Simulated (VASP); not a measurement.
A run of VASP 6.6.1 is set up as follows.

File POSCAR:

```
C
1.0
    2.4558907252     -0.0613972681      0.0000000000
   -1.2811169565      2.1575623910      0.0000000000
    0.0000000000      0.0000000000      7.0497855834
C
4
Direct
    0.0000000000      0.0000000000      0.0025000000
    0.0000000000      0.0000000000      0.5025000000
    0.3333333333      0.6666666667      0.0025000000
    0.6666666667      0.3333333333      0.5025000000
```

Contents of INCAR.step1:

```
ALGO = Normal ; EDIFF = 1E-4
ENCUT = 520 ; GGA = PE
ISMEAR = 0 ; LASPH = True
LCHARG = False ; LREAL = False
LWAVE = True ; NBANDS = 16
NELM = 80 ; PREC = Accurate
SIGMA = 0.15
```

INCAR.step2

```
ALGO = Normal ; EDIFF = 1E-6
ENCUT = 520 ; ISIF = 2
ISMEAR = 0 ; ISTART = 1
LASPH = True ; LCHARG = False
LMIXTAU = True ; LREAL = False
LWAVE = False ; METAGGA = R2SCAN
NBANDS = 16 ; NELM = 80
PREC = Accurate ; SIGMA = 0.15
```

File KPOINTS:

```
k-points
0
Gamma
  24 24 8
```

Potentials or basis: VASP PAW PBE potentials, release 64 (C).

Run with:

```console
$ cat potpaw_PBE.64/C/POTCAR > POTCAR
$ cp INCAR.step1 INCAR
$ mpirun -np 1 vasp_std > vasp.out
$ cp INCAR.step2 INCAR
$ mpirun -np 1 vasp_std > vasp.out
```

(1) Estimate the pressure.

(2) Predict the largest force.

Results:

(1) 1.5 GPa.

(2) 0.576 eV/Å.

Caveat: the cell differs from its parent crystal (strain -0.0500 x Voigt [0, 0, 0, 0, 0, 1]); the PAW data sets were made with another functional, which shifts forces and pressure a little.
